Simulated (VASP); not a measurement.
# F (C2/m) in VASP: further runs

F is run at these levels: PBEsol; tasks: single point.

Everything below comes from runs of VASP 6.6.1. Logs are shortened: lines on timing, memory, paths and dates and some standing lists are left out, and cuts for length are marked.

**1. The cell of the first run**

Symmetry: C2/m, No. 12, monoclinic system. Conventional cell: a = 5.943 Å, b = 3.689 Å, c = 7.687 Å, α = 90.00°, β = 110.92°, γ = 90.00°. Within 1.9 Å of F (site symmetry m) lie 1 F at 1.44 Å. Within 1.9 Å of F (site symmetry m) lie 1 F at 1.43 Å.

**2. Single point, PBEsol**

File INCAR:

```
SYSTEM = F
PREC = Accurate ; ENCUT = 520
EDIFF = 1E-6 ; ISMEAR = 0
SIGMA = 0.05 ; LREAL = .False.
LASPH = .True. ; NELM = 100
ALGO = Normal ; ISIF = 2
LWAVE = .False. ; LCHARG = .False.
GGA = PS ; NBANDS = 22
```

File KPOINTS:

```
regular mesh
0
Gamma
  4 4 2
  0 0 0
```

File POSCAR:

```
F
1.0
    2.9625350767     -1.8447133723     -0.2284962625
    2.9625350767      1.8447133723     -0.2284962625
   -2.1850844018      0.0000000000      7.3699594290
F
4
Direct
    0.0848459664      0.0848459664      0.0940038325
    0.9151540336      0.9151540336      0.9059961675
    0.5015719855      0.5015719855      0.5937195244
    0.4984280145      0.4984280145      0.4062804756
```

Potentials or basis: VASP PAW PBE potentials, release 64 (F).

Launch:

```console
> cat potpaw_PBE.64/F/POTCAR > POTCAR
> mpirun -np 1 vasp_std > vasp.out
```

OUTCAR:

```text
SYSTEM = F
   PREC = Accurate
   ENCUT = 520
   EDIFF = 1E-6
   ISMEAR = 0
   LREAL = .False.
   LASPH = .True.
   NELM = 100
   ISIF = 2
   GGA = PS

 ion  position               nearest neighbor table
   1  0.085  0.085  0.094-   2 1.44
   2  0.915  0.915  0.906-   1 1.44
   3  0.502  0.502  0.594-   4 1.43
   4  0.498  0.498  0.406-   3 1.43

  LATTYP: Found a base centered monoclinic cell.
 ALAT       =     5.9426676241
 B/A-ratio  =     0.6208367989
 C/A-ratio  =     1.2935369722
 COS(beta)  =    -0.3571411449

  Lattice vectors:

 A1 = (   2.9625350767,  -1.8447133723,  -0.2284962625)
 A2 = (   2.9625350767,   1.8447133723,  -0.2284962625)
 A3 = (  -2.1850844018,   0.0000000000,   7.3699594290)

Analysis of symmetry for initial positions (statically):
=====================================================================
 Subroutine PRICEL returns:
 Original cell was already a primitive cell.

 Routine SETGRP: Setting up the symmetry group for a
 base centered monoclinic supercell.

 Subroutine GETGRP returns: Found  4 space group operations
 (whereof  4 operations were pure point group operations)
 out of a pool of  4 trial point group operations.

The static configuration has the point symmetry C_2h.

Analysis of symmetry for dynamics (positions and initial velocities):
=====================================================================
 Subroutine PRICEL returns:
 Original cell was already a primitive cell.

 Routine SETGRP: Setting up the symmetry group for a
 base centered monoclinic supercell.

 Subroutine GETGRP returns: Found  4 space group operations
 (whereof  4 operations were pure point group operations)
 out of a pool of  4 trial point group operations.

The dynamic configuration has the point symmetry C_2h.

 Subroutine INISYM returns: Found  4 space group operations
 (whereof  4 operations are pure point group operations),
 and found     1 'primitive' translations

----------------------------------------------------------------------------------------

                                     Primitive cell

  volume of cell :      78.7120

  direct lattice vectors                    reciprocal lattice vectors
     2.962535077 -1.844713372 -0.228496262     0.172724143 -0.271044818  0.051210164
     2.962535077  1.844713372 -0.228496262     0.172724143  0.271044818  0.051210164
    -2.185084402  0.000000000  7.369959429     0.010710187  0.000000000  0.138861370

  length of vectors
     3.497397897  3.497397897  7.687060285     0.325455686  0.325455686  0.139273788

  position of ions in fractional coordinates (direct lattice)
     0.084845966  0.084845966  0.094003833
     0.915154034  0.915154034  0.905996167
     0.501571985  0.501571985  0.593719524
     0.498428014  0.498428014  0.406280476

  ion indices of the primitive-cell ions
   primitive index   ion index
                 1           1
                 2           2
                 3           3
                 4           4

----------------------------------------------------------------------------------------

 KPOINTS: regular mesh

Automatic generation of k-mesh.
 Grid dimensions read from file:
 generate k-points for:    4    4    2

 Generating k-lattice:

  Cartesian coordinates                     Fractional coordinates (reciprocal lattice)
     0.043181036 -0.067761204  0.012802541     0.250000000  0.000000000  0.000000000
     0.043181036  0.067761204  0.012802541     0.000000000  0.250000000  0.000000000
     0.005355093  0.000000000  0.069430685     0.000000000  0.000000000  0.500000000

  Length of vectors
     0.081363922  0.081363922  0.069636894

  Shift w.r.t. Gamma in fractional coordinates (k-lattice)
     0.000000000  0.000000000  0.000000000

 Subroutine IBZKPT returns following result:
 ===========================================

 Found     14 irreducible k-points:

 Following reciprocal coordinates:
            Coordinates               Weight
  0.000000  0.000000  0.000000      1.000000
  0.250000 -0.000000  0.000000      4.000000
  0.500000 -0.000000  0.000000      2.000000
  0.250000  0.250000  0.000000      2.000000
  0.500000  0.250000  0.000000      4.000000
 -0.250000  0.250000  0.000000      2.000000
  0.500000  0.500000  0.000000      1.000000
  0.000000  0.000000  0.500000      1.000000
  0.250000 -0.000000  0.500000      4.000000
  0.500000 -0.000000  0.500000      2.000000
  0.250000  0.250000  0.500000      2.000000
  0.500000  0.250000  0.500000      4.000000
 -0.250000  0.250000  0.500000      2.000000
  0.500000  0.500000  0.500000      1.000000
   k-points           NKPTS =     14   k-points in BZ     NKDIM =     14   number of bands    NBANDS=     22
   number of dos      NEDOS =    301   number of ions     NIONS =      4
   total plane-waves  NPLWV =  47040
   dimension x,y,z NGX =    28 NGY =   28 NGZ =   60
   dimension x,y,z NGXF=    56 NGYF=   56 NGZF=  120
   ions per type =               4
   NGX,Y,Z   is equivalent  to a cutoff of  13.31, 13.31, 12.98 a.u.
   NGXF,Y,Z  is equivalent  to a cutoff of  26.62, 26.62, 25.95 a.u.
 SYSTEM =  F
   PREC   = accura    normal or accurate (medium, high low for compatibility)
   ISTART =      0    job   : 0-new  1-cont  2-samecut
   ICHARG =      2    charge: 1-file 2-atom 10-const
   ISPIN  =      1    spin polarized calculation?
   LNONCOLLINEAR =      F non collinear calculations
   LSORBIT =      F    spin-orbit coupling
   LASPH  =      T    aspherical Exc in radial PAW
   ENCUT  =  520.0 eV  38.22 Ry    6.18 a.u.   6.50  6.50 14.29*2*pi/ulx,y,z
   NELM   =    100;   NELMIN=  2; NELMDL= -5     # of ELM steps
   EDIFF  = 0.1E-05   stopping-criterion for ELM
   LREAL  =      F    real-space projection
   EDIFFG = 0.1E-04   stopping-criterion for IOM
   NSW    =      0    number of steps for IOM
   IBRION =     -1    ionic relax: 0-MD 1-quasi-New 2-CG
   NFREE  =      0    steps in history (QN), initial steepest desc. (CG)
   ISIF   =      2    stress and relaxation
   ISYM   =      2    0-nonsym 1-usesym 2-fastsym
   POTIM  = 0.5000    time-step for ionic-motion
   TEBEG  =    0.0;   TEEND  =   0.0 temperature during run
   PSTRESS=    0.0 pullay stress
   NELECT =      28.0000    total number of electrons
   NUPDOWN=      -1.0000    fix difference up-down
   EMIN   =  10.00;   EMAX   =-10.00  energy-range for DOS
   EFERMI =   0.00;   METHOD = LEGACY
   ISMEAR =     0;   SIGMA  =   0.05  broadening in eV -4-tet -1-fermi 0-gaus
   EFERMI_NEDOS =   21; number of points for ismear=-14 and -15
   IALGO  =     38    algorithm
   IMIX   =      4    mixing-type and parameters
     AMIX     =   0.40;   BMIX     =  1.00
     AMIX_MAG =   1.60;   BMIX_MAG =  1.00
  volume/ion in A,a.u.               =      19.68       132.79
  Fermi-wavevector in a.u.,A,eV,Ry     =   1.159971  2.192028 18.307089  1.345533
  Thomas-Fermi vector in A             =   2.296558
   LORBIT       =      0    0 simple, 1 ext, 2 COOP (PROOUT), +10 PAW based schemes
   GGA     = PS    functional components
   LHFCALC =     F    Hartree Fock is set to
   AEXX    =    0.0000 exact exchange contribution
   IVDW    =     0    specifies the selected vdW correction
   LEPSILON=     F    determine dielectric tensor
   LRPA    =     F    only Hartree local field effects (RPA)
 non-spin polarized calculation
 Gauss-broadening in eV      SIGMA  =   0.05
  energy-cutoff  :      520.00
  volume of cell :       78.71
 maximum number of plane-waves:      2138
 NGX is ok and might be reduce to    28
   NGX = 13   NGY = 13   NGZ = 29

 number of electron      28.0000009 magnetization

 Free energy of the ion-electron system (eV)
  ---------------------------------------------------
  ext. energy  EPLUGINS =         0.00000000
  ---------------------------------------------------
  free energy    TOTEN  =        -7.77878118 eV

  energy without entropy =       -7.77878118  energy(sigma->0) =       -7.77878118

 E-fermi :  -5.7445     XC(G=0):  -6.6839

 val. band max:       -6.0327768243   @ k =   0.5000   0.5000   0.0000
 cond. band min:      -3.4182495224   @ k =   0.0000   0.0000   0.0000
 fundamental gap:      2.6145273019
 Fermi energy:        -5.7445331184

 k-point     1 :       0.0000    0.0000    0.0000
  band No.  band energies     occupation
      1     -30.5389      2.00000
      2     -30.3663      2.00000
      3     -24.5752      2.00000
      4     -24.3353      2.00000
      5     -12.3994      2.00000
      6     -11.8252      2.00000
[... 14 lines left out ...]
     21      12.7066      0.00000
     22      14.0008      0.00000

 k-point     2 :       0.2500   -0.0000    0.0000
  band No.  band energies     occupation
      1     -30.5181      2.00000
      2     -30.3534      2.00000
      3     -24.5391      2.00000
      4     -24.3546      2.00000
      5     -12.3170      2.00000
      6     -11.9012      2.00000
[... 14 lines left out ...]
     21      11.0471      0.00000
     22      12.3545      0.00000

 k-point     3 :       0.5000   -0.0000    0.0000
  band No.  band energies     occupation
      1     -30.4971      2.00000
      2     -30.3401      2.00000
      3     -24.4906      2.00000
      4     -24.3861      2.00000
      5     -12.1623      2.00000
      6     -12.0492      2.00000
[... 14 lines left out ...]
     21       9.8141      0.00000
     22       9.9784      0.00000
[... 226 lines left out ...]
 k-point    13 :      -0.2500    0.2500    0.5000
  band No.  band energies     occupation
      1     -30.4973      2.00000
      2     -30.3403      2.00000
      3     -24.4908      2.00000
      4     -24.3862      2.00000
      5     -12.1593      2.00000
      6     -12.0476      2.00000
[... 14 lines left out ...]
     21      10.1362      0.00000
     22      10.1988      0.00000

 k-point    14 :       0.5000    0.5000    0.5000
  band No.  band energies     occupation
      1     -30.4837      2.00000
      2     -30.3268      2.00000
      3     -24.4936      2.00000
      4     -24.3889      2.00000
      5     -12.1732      2.00000
      6     -12.0627      2.00000
[... 14 lines left out ...]
     21       9.0761      0.00000
     22       9.1108      0.00000

------------------------ aborting loop because EDIFF is reached ----------------------------------------

  FORCE on cell =-STRESS in cart. coord.  units (eV):
  Direction    XX          YY          ZZ          XY          YZ          ZX
  --------------------------------------------------------------------------------------
  -------------------------------------------------------------------------------------
  Total       -0.5236295     -0.2562277     -2.3129441      0.0000000      0.0000000     -0.1530177
  in kB      -10.6584414     -5.2154963    -47.0798171      0.0000000      0.0000000     -3.1146638
  external PRESSURE =     -20.9845849 kB  Pullay stress =       0.0000000 kB

 VOLUME and BASIS-vectors are now :
 -----------------------------------------------------------------------------
  energy-cutoff  :      520.00
  volume of cell :       78.71
      direct lattice vectors                 reciprocal lattice vectors
     2.962535077 -1.844713372 -0.228496262     0.172724143 -0.271044818  0.051210164
     2.962535077  1.844713372 -0.228496262     0.172724143  0.271044818  0.051210164
    -2.185084402  0.000000000  7.369959429     0.010710187  0.000000000  0.138861370

 POSITION                                       TOTAL-FORCE (eV/Angst)
 -----------------------------------------------------------------------------------
      0.29731      0.00000      0.65403        -0.331145      0.000000     -0.706403
      3.44267      0.00000      6.25894         0.331145      0.000000      0.706403
      1.67452      0.00000      4.14647         0.215918      0.000000     -0.765979
      2.06546      0.00000      2.76649        -0.215918      0.000000      0.765979
 -----------------------------------------------------------------------------------
    total drift:                                0.000000      0.000000     -0.000000

  FREE ENERGIE OF THE ION-ELECTRON SYSTEM (eV)
  ---------------------------------------------------
  free  energy   TOTEN  =        -7.7787811821 eV

  energy  without entropy=       -7.7787811821  energy(sigma->0) =       -7.77878118
```

Wall time 45 s (1 thread of AMD EPYC 7R13, shared host); peak memory 0.19 GiB.

What came out:

| Property | Result |
| --- | --- |
| Free energy | -7.7788 eV |
| Pressure | -2.1 GPa |
| Largest force | 0.796 eV/Å |
| Band gap on the k mesh | 2.61 eV, indirect (least direct gap 2.67 eV) |

Forces in eV/Å, atoms in the order of the input:
```
F   -0.331  0.000 -0.706
F    0.331  0.000  0.706
F    0.216  0.000 -0.766
F   -0.216  0.000  0.766
```

Stress tensor (GPa, compression positive):
```
-1.07  0.00 -0.31
 0.00 -0.52  0.00
-0.31  0.00 -4.71
```

Caveat: the k points lie up to 0.51 Å⁻¹ apart; the PAW data sets were made with another functional, which shifts forces and pressure a little.

(Part 1 of 2 ends here.)
